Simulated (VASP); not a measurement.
# Pr4Hg (Cmmm) in VASP: notebook, part 2 of 2

VASP 6.6.1. The steps go on from the part before.

### 4 Single point, PBE

This run uses another cell than the first one, of 37.05 Å³/atom.

INCAR reads:

```
SYSTEM = Pr4Hg
PREC     = Accurate       ! precision mode
ENCUT    = 500            ! plane-wave cutoff, eV
EDIFF    = 1E-6           ! SCF threshold, eV
ISMEAR   = 0              ! smearing method
SIGMA    = 0.1            ! smearing width, eV
LREAL    = .False.        ! projectors in reciprocal space
LASPH    = .True.         ! aspherical terms in the spheres
NELM     = 200            ! most SCF steps
ALGO     = Normal         ! electronic algorithm
ISIF     = 2              ! what is computed and relaxed
LWAVE    = .False.        ! write WAVECAR
LCHARG   = .True.         ! write CHGCAR
GGA      = PE             ! functional
LELF     = .True.         ! ELF
LVHAR    = .True.       
NBANDS   = 36             ! bands
GGA_COMPAT= .False.      
LMAXMIX  = 6              ! l up to which the mixer works
```

KPOINTS reads:

```
Automatic mesh
0
Gamma
  4 4 6
  0 0 0
```

POSCAR reads:

```
Pr4Hg
1.0
    4.7773164356     -5.4998086905      0.0000000000
    4.7773164356      5.4998086905      0.0000000000
    0.0000000000      0.0000000000      3.5253362813
Pr Hg
4 1
Direct
    0.7617682401      0.2382317599      0.5000000000
    0.2382317599      0.7617682401      0.5000000000
    0.3226243622      0.3226243622      0.0000000000
    0.6773756378      0.6773756378      0.0000000000
    0.0000000000      0.0000000000      0.0000000000
```

Potentials or basis: VASP PAW PBE potentials, release 64 (Pr_3, Hg), 4f in core.

Command:

```
cat potpaw_PBE.64/Pr_3/POTCAR potpaw_PBE.64/Hg/POTCAR > POTCAR
mpirun -np 1 vasp_std > vasp.out
```

OUTCAR:

```text
SYSTEM = Pr4Hg
   PREC = Accurate
   ENCUT = 500
   EDIFF = 1E-6
   ISMEAR = 0
   LREAL = .False.
   LASPH = .True.
   NELM = 200
   ISIF = 2
   GGA = PE

 ion  position               nearest neighbor table
   1  0.762  0.238  0.500-   5 3.16   5 3.16   3 3.78   3 3.78   4 3.78   4 3.78
   2  0.238  0.762  0.500-   5 3.16   5 3.16   3 3.78   3 3.78   4 3.78   4 3.78
   3  0.323  0.323  0.000-   5 3.08   4 3.39   1 3.78   2 3.78   1 3.78   2 3.78
   4  0.677  0.677  0.000-   5 3.08   3 3.39   1 3.78   2 3.78   1 3.78   2 3.78
   5  0.000  0.000  0.000-   3 3.08   4 3.08   1 3.16   2 3.16   1 3.16   2 3.16

  LATTYP: Found a base centered orthorhombic cell.
 ALAT       =     9.5546328712
 B/A-ratio  =     1.1512339123
 C/A-ratio  =     0.3689661684

  Lattice vectors:

 A1 = (   4.7773164356,  -5.4998086905,   0.0000000000)
 A2 = (   4.7773164356,   5.4998086905,   0.0000000000)
 A3 = (   0.0000000000,   0.0000000000,   3.5253362813)

Analysis of symmetry for initial positions (statically):
=====================================================================
 Subroutine PRICEL returns:
 Original cell was already a primitive cell.

[... 172 lines left out ...]
  free energy    TOTEN  =       -18.69007491 eV

  energy without entropy =      -18.65372001  energy(sigma->0) =      -18.67189746

 E-fermi :   2.8989     XC(G=0):  -9.2937

 val. band max:        2.8968501587   @ k =  -0.2500   0.2500   0.5000
 cond. band min:       2.8993677018   @ k =   0.2500   0.0000   0.1667
 fundamental gap:      0.0025175431
 Fermi energy:         2.8988802684

 k-point     1 :       0.0000    0.0000    0.0000
  band No.  band energies     occupation
      1     -33.7312      2.00000
      2     -33.7181      2.00000
      3     -33.5761      2.00000
      4     -33.5248      2.00000
      5     -16.0717      2.00000
      6     -15.9241      2.00000
[... 925 lines left out ...]
     35       4.5559      0.00000
     36       5.8158      0.00000

 [... further k-points ...]
[... 5 lines left out ...]
  --------------------------------------------------------------------------------------
  -------------------------------------------------------------------------------------
  Total       -0.3445790     -1.1061380      1.8614933      0.0000000      0.0000000      0.0000000
  in kB       -2.9801437     -9.5666028     16.0994082      0.0000000      0.0000000      0.0000000
  external PRESSURE =       1.1842206 kB  Pullay stress =       0.0000000 kB

 VOLUME and BASIS-vectors are now :
 -----------------------------------------------------------------------------
  energy-cutoff  :      500.00
  volume of cell :      185.25
      direct lattice vectors                 reciprocal lattice vectors
     4.777316436 -5.499808691  0.000000000     0.104661269 -0.090912253  0.000000000
     4.777316436  5.499808691  0.000000000     0.104661269  0.090912253  0.000000000
     0.000000000  0.000000000  3.525336281     0.000000000  0.000000000  0.283660882

 POSITION                                       TOTAL-FORCE (eV/Angst)
 -----------------------------------------------------------------------------------
      4.77732     -2.87935      1.76267        -0.000000      0.083314      0.000000
      4.77732      2.87935      1.76267        -0.000000     -0.083314     -0.000000
      3.08256      0.00000      0.00000         0.170061      0.000000      0.000000
      6.47208      0.00000      0.00000        -0.170061      0.000000      0.000000
      0.00000      0.00000      0.00000        -0.000000      0.000000      0.000000
 -----------------------------------------------------------------------------------
    total drift:                               -0.000000      0.000000     -0.000000

  FREE ENERGIE OF THE ION-ELECTRON SYSTEM (eV)
  ---------------------------------------------------
  free  energy   TOTEN  =       -18.6900749141 eV

  energy  without entropy=      -18.6537200117  energy(sigma->0) =      -18.67189746
```

OSZICAR:

```text
N       E                     dE             d eps       ncg     rms          rms(c)
DAV:   1     0.480183818767E+03    0.48018E+03   -0.26032E+04  2016   0.138E+03
DAV:   2     0.150895381561E+02   -0.46509E+03   -0.45545E+03  2212   0.364E+02
DAV:   3    -0.181492604006E+02   -0.33239E+02   -0.32649E+02  3256   0.779E+01
DAV:   4    -0.200531077985E+02   -0.19038E+01   -0.18902E+01  2936   0.158E+01
DAV:   5    -0.201402042160E+02   -0.87096E-01   -0.87042E-01  2876   0.271E+00    0.818E+00
DAV:   6    -0.188533229845E+02    0.12869E+01   -0.10036E+01  2340   0.121E+01    0.525E+00
DAV:   7    -0.187262562531E+02    0.12707E+00   -0.93115E-01  2448   0.403E+00    0.289E+00
DAV:   8    -0.186906553685E+02    0.35601E-01   -0.16732E-01  2824   0.203E+00    0.411E-01
DAV:   9    -0.186900326216E+02    0.62275E-03   -0.12236E-02  3036   0.441E-01    0.191E-01
DAV:  10    -0.186900165543E+02    0.16067E-04   -0.10207E-03  2684   0.149E-01    0.860E-02
DAV:  11    -0.186900628360E+02   -0.46282E-04   -0.19255E-04  2704   0.652E-02    0.207E-02
DAV:  12    -0.186900729928E+02   -0.10157E-04   -0.40221E-05  2844   0.294E-02    0.557E-03
DAV:  13    -0.186900755762E+02   -0.25834E-05   -0.42502E-06  2080   0.119E-02    0.230E-03
DAV:  14    -0.186900749141E+02    0.66204E-06   -0.28452E-07  1300   0.260E-03
   1 F= -.18690075E+02 E0= -.18671897E+02  d E =-.363549E-01
```

Wall time 2.3 min (1 thread of Intel Xeon 6975P-C (Granite Rapids), shared host); peak memory 0.36 GiB.

Results:

```yaml
Free_energy: -18.6901 eV
Pressure: 0.1 GPa
Largest_force: 0.170 eV/Å
Band_gap_on_the_k_mesh: zero (bands 28 and 29 overlap by 0.76 eV)
```

Forces in eV/Å, atoms in the order of the input:
```
Pr   0.000  0.083  0.000
Pr   0.000 -0.083  0.000
Pr   0.170  0.000  0.000
Pr  -0.170  0.000  0.000
Hg   0.000  0.000  0.000
```

Stress tensor (GPa, compression positive):
```
-0.30  0.00  0.00
 0.00 -0.96  0.00
 0.00  0.00  1.61
```

Caveat: spin-orbit coupling is left out, which moves the levels of the heavy elements; the 4f electrons are frozen in the core, so they carry no moment and show no levels. Spin polarisation is off, so any magnetic state and its effect on volume and gap are missing.

### 5 Summary

```tsv
cell	k mesh	smearing	gap on the mesh (eV)	pressure (GPa)	largest force (eV/Å)
a = 7.106, b = 7.106, c = 3.895 Å, angles 90.0, 90.0, 108.5°, 5 atoms, atomic positions A	3 × 3 × 4	gaussian 0.2 eV	none	0.2	0.02
a = 7.106, b = 7.106, c = 3.895 Å, angles 90.0, 90.0, 108.5°, 5 atoms, atomic positions A	4 × 4 × 4	gaussian 0.1 eV	none	0.1	0.07
a = 7.285, b = 7.285, c = 3.525 Å, angles 90.0, 90.0, 98.0°, 5 atoms, atomic positions B	4 × 4 × 6	gaussian 0.1 eV	none	0.1	0.17
```

Alike in all rows: task single point; level PBE; potentials or basis VASP PAW PBE potentials, release 64 (Pr_3, Hg), 4f in core; no spin polarisation; cutoff (eV) 500.

Caveats: some runs use coarse meshes; spin-orbit coupling is left out, which moves the levels of the heavy elements; the 4f electrons are frozen in the core, so they carry no moment and show no levels.

Total energies depend on the potentials used, so only differences within one code and one set of settings carry meaning.
